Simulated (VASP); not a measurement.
A run of VASP 6.6.1 is set up as follows.

File INCAR:

```
  ALGO = Normal
  EDIFF = 1E-6
  EDIFFG = -0.04
  ENCUT = 600
  GGA = PE
  IBRION = 2
  ISIF = 3
  ISMEAR = 0
  LASPH = True
  LCHARG = False
  LREAL = False
  LWAVE = False
  NELM = 60
  NSW = 90
  PREC = Accurate
  SIGMA = 0.1
```

File KPOINTS:

```
k-points
0
Gamma
  8 6 6
```

Contents of POSCAR:

```
Be
1.0
    2.2280791600      0.0000000000      0.0000000000
    0.0000000000      2.5100415700      0.0000000000
    0.0000000000      0.0000000000      3.0702371800
Be
2
Direct
    0.0000000000      0.0000000000      0.0670282200
    0.5000000000      0.5000000000      0.9329717800
```

Potentials or basis: VASP PAW PBE potentials, release 64 (Be).

Launch:

```console
$ cat potpaw_PBE.64/Be/POTCAR > POTCAR
$ mpirun -np 1 vasp_std > vasp.out
```

(1) Estimate the band gap on the k mesh.

(2) Estimate the relaxed cell.

(3) Estimate the relaxed volume.

(4) Estimate the space group after relaxing (to 0.1 Å).

## Answers

(1) zero (bands 2 and 3 overlap by 0.98 eV).

(2) a = 2.229 Å, b = 3.118 Å, c = 2.283 Å, α = 90.00°, β = 90.00°, γ = 90.00°.

(3) 7.93 Å³/atom.

(4) Immm (No. 71).

Caveat: the k points lie up to 0.46 Å⁻¹ apart in the final cell, too coarse for converged energies and pressures of a metal; a cell axis changed by over 15 % at a fixed basis, so the end point is rough.
